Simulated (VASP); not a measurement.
Runs of VASP 6.6.1 on KI. The structure is cubic, space group Fm-3m (No. 225). The conventional cell has a = 7.089 Å, b = 7.089 Å, c = 7.089 Å, α = 90.00°, β = 90.00°, γ = 90.00°. K (site symmetry m-3m) has 6 I at 3.54 Å within 4.7 Å. Within 4.7 Å of I (site symmetry m-3m) lie 6 K at 3.54 Å. 

```tsv
level	smearing	grid for exact exchange (PRECFOCK)	share of exact exchange	screening parameter	gap on the mesh (eV)	pressure (GPa)
r2SCAN	methfessel-paxton 0.5 eV	-	-	-	(b)	(c)
r2SCAN+rVV10	gaussian 0.01 eV	-	-	-	4.48	-0.4
HSE06	gaussian 0.01 eV	Normal	0.25	0.2079 1/Å	4.93	0.3
PBEsol	gaussian 0.01 eV	-	-	-	(a)	-0.4
r2SCAN+D3(BJ)	gaussian 0.01 eV	-	-	-	4.58	-0.4
r2SCAN	gaussian 0.01 eV	-	-	-	4.58	0.0
PBE-based screened hybrid with 40 % exact exchange	gaussian 0.01 eV	Normal	0.4	0.3 1/Å	5.20	0.2
r2SCAN	fermi-dirac 0.2 eV	-	-	-	4.58	0.0
```

Alike in all rows: task single point; potentials or basis VASP PAW PBE potentials, release 64 (K_sv, I); no spin polarisation; cell as given; k mesh 4 × 4 × 4; cutoff (eV) 520.

Q: Estimate the missing entries.

A: (a) 3.79; (b) 4.59; (c) -0.1.

Caveats: the PAW data sets were made with another functional, which shifts forces and pressure a little; spin-orbit coupling is left out, which moves the levels of the heavy elements.

A k mesh can miss the band edges, and the runs leave out spin-orbit coupling on I.
